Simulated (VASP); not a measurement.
Here is a VASP 6.6.1 calculation.

File INCAR:

```
PREC = Accurate
ENCUT = 520
EDIFF = 1E-6
ISMEAR = -1
SIGMA = 0.08
LREAL = False
LASPH = True
NELM = 150
ALGO = Normal
ISIF = 2
LWAVE = False
LCHARG = False
ISPIN = 2
MAGMOM = 2 2
LORBIT = 11
LMAXMIX = 4
GGA = PE
NBANDS = 20
```

Contents of KPOINTS:

```
Automatic mesh
0
Gamma
  19 19 10
```

The input POSCAR:

```
Co
1.0
    2.4680156958      0.0000000000      0.0000000000
   -1.2340078479      2.1373642896      0.0000000000
    0.0000000000      0.0000000000      4.0081971921
Co
2
Direct
    0.3333333333      0.6666666667      0.2500000000
    0.6666666667      0.3333333333      0.7500000000
```

Potentials or basis: VASP PAW PBE potentials, release 64 (Co).

Command:

```bash
$ cat potpaw_PBE.64/Co/POTCAR > POTCAR
$ mpirun -np 1 vasp_std > vasp.out
```

Estimate the site moments.

Co +1.60 μB.

Estimate the net moment.

3.16 μB per cell.

Estimate the pressure.

5.3 GPa.

Stress tensor (GPa, compression positive):
```
5.82 0.00 0.00
0.00 5.82 0.00
0.00 0.00 4.35
```

Caveat: the cell stands under pressure.
